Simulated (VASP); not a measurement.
Here is a VASP 6.6.1 calculation.

File POSCAR:

```
ZrS2
1.0
    3.7394388847      0.0000000000      0.0000000000
   -1.8697194423      3.2384490701      0.0000000000
    0.0000000000      0.0000000000      6.1956398312
Zr S
1 2
Direct
    0.0000000000      0.0000000000      0.0000000000
    0.6666666667      0.3333333333      0.7653172904
    0.3333333333      0.6666666667      0.2346827096
```

Contents of INCAR.step1:

```
SYSTEM = ZrS2
ALGO = Normal
EDIFF = 1E-5
EDIFFG = -0.005
ENCUT = 550
GGA = PE
GGA_COMPAT = .FALSE.
IBRION = 2
ISIF = 3
ISMEAR = 0
LASPH = .TRUE.
LCHARG = .FALSE.
LREAL = .FALSE.
LWAVE = .TRUE.
NELM = 120
NELMIN = 4
NSW = 100
PREC = Accurate
SIGMA = 0.02
```

INCAR.step2

```
SYSTEM = ZrS2
ALGO = Normal
EDIFF = 1E-7
EDIFFG = -0.01
ENCUT = 550
GGA_COMPAT = .FALSE.
IBRION = 2
ISIF = 4
ISMEAR = 0
ISTART = 1
IVDW = 12
LASPH = .TRUE.
LCHARG = .FALSE.
LMIXTAU = .TRUE.
LREAL = .FALSE.
LWAVE = .FALSE.
METAGGA = R2SCAN
NELM = 120
NELMIN = 4
NSW = 50
PREC = Accurate
SIGMA = 0.02
VDW_A1 = 0.49484001
VDW_A2 = 5.73083694
VDW_S6 = 1.0
VDW_S8 = 0.78981345
```

Contents of KPOINTS:

```
k-points
0
G
  9 9 6
  0 0 0
```

Potentials or basis: VASP PAW PBE potentials, release 64 (Zr_sv, S).

Run with:

```console
$ cat potpaw_PBE.64/Zr_sv/POTCAR potpaw_PBE.64/S/POTCAR > POTCAR
$ cp INCAR.step1 INCAR
$ mpirun -np 1 vasp_std > vasp.out
$ cp INCAR.step2 INCAR
$ mpirun -np 1 vasp_std > vasp.out
```

Predict the band gap on the k mesh.

1.53 eV (least direct gap 2.03 eV).

Predict the dispersion energy per atom.

-0.149 eV.

Forces in eV/Å, atoms in the order of the input:
```
Zr   0.000  0.000  0.000
S    0.000  0.000 -0.003
S    0.000  0.000  0.003
```

Caveat: the PAW data sets were made with another functional, which shifts forces and pressure a little. A k mesh can miss the band edges.
